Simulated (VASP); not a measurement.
Crystal: MgS.

```
CELL_PARAMETERS angstrom
0.00000 2.85919 2.79085
2.85919 0.00000 2.79085
2.85919 2.85919 0.00000
ATOMIC_POSITIONS crystal
Mg 0.00000 0.00000 0.00000
S 0.25000 0.25000 0.25000
```

This cell differs from its parent crystal: epitaxial xy strain +1.0%.

Base run:

- Program: VASP 6.6.1
- Functional: r2SCAN
- Potentials or basis: VASP PAW PBE potentials, release 64 (Mg, S)
- Cutoff: 520 eV
- k mesh: 8 × 8 × 8
- Occupations: gaussian, width 0.01 eV
- Spin: no spin polarisation

Its results: band gap on the k mesh 4.06 eV, direct; pressure -0.6 GPa.

Q: The run is repeated on the same cell with these changes: functional from r2SCAN to HSE06; k mesh from 8 × 8 × 8 to 6 × 6 × 6. What comes out?

A: Band gap on the k mesh 4.44 eV, direct; pressure -0.5 GPa.

Several settings changed at once, so the effect can't be laid on one alone.

Caveats: the PAW data sets were made with another functional, which shifts forces and pressure a little.

A k mesh can miss the band edges.
